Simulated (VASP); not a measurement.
Input of a VASP 6.6.1 run:

Contents of INCAR:

```
SYSTEM = CuBiSeO
  ALGO = Normal
  EDIFF = 1E-7
  ENCUT = 520
  GGA = CA
  ISIF = 2
  ISMEAR = 0
  LASPH = .True.
  LCHARG = .False.
  LREAL = .False.
  LWAVE = .False.
  NBANDS = 48
  NELM = 100
  PREC = Accurate
  SIGMA = 0.01
```

The input KPOINTS:

```
k-points
0
Gamma
  10 10 4
  0 0 0
```

Contents of POSCAR:

```
CuBiSeO
1.0
    3.8579470846      0.0000000000      0.0000000000
    0.0000000000      3.8579470846      0.0000000000
    0.0000000000      0.0000000000      8.8162494993
Cu Bi Se O
2 2 2 2
Direct
    0.0000000000      0.0000000000      0.5000000000
    0.5000000000      0.5000000000      0.5000000000
    0.0000000000      0.5000000000      0.8575761804
    0.5000000000      0.0000000000      0.1424238196
    0.5000000000      0.0000000000      0.6721606642
    0.0000000000      0.5000000000      0.3278393358
    0.5000000000      0.5000000000      0.0000000000
    0.0000000000      0.0000000000      0.0000000000
```

Potentials or basis: VASP PAW LDA potentials, release 64 (Cu, Bi_d, Se, O).

Command:

```console
$ cat potpaw_LDA.64/Cu/POTCAR potpaw_LDA.64/Bi_d/POTCAR potpaw_LDA.64/Se/POTCAR potpaw_LDA.64/O/POTCAR > POTCAR
$ mpirun -np 1 vasp_std > vasp.out
```

Question: Predict the band gap on the k mesh.

Answer: 0.36 eV (least direct gap 0.41 eV).

Question: Predict the largest force.

Answer: 0.072 eV/Å.

Forces on the atoms (eV/Å):
```
Cu   0.000  0.000  0.000
Cu   0.000  0.000  0.000
Bi   0.000  0.000 -0.072
Bi   0.000  0.000  0.072
Se   0.000  0.000  0.035
Se   0.000  0.000 -0.035
O    0.000  0.000  0.000
O    0.000  0.000  0.000
```

Caveat: spin-orbit coupling is left out, which moves the levels of the heavy elements. A k mesh can miss the band edges.
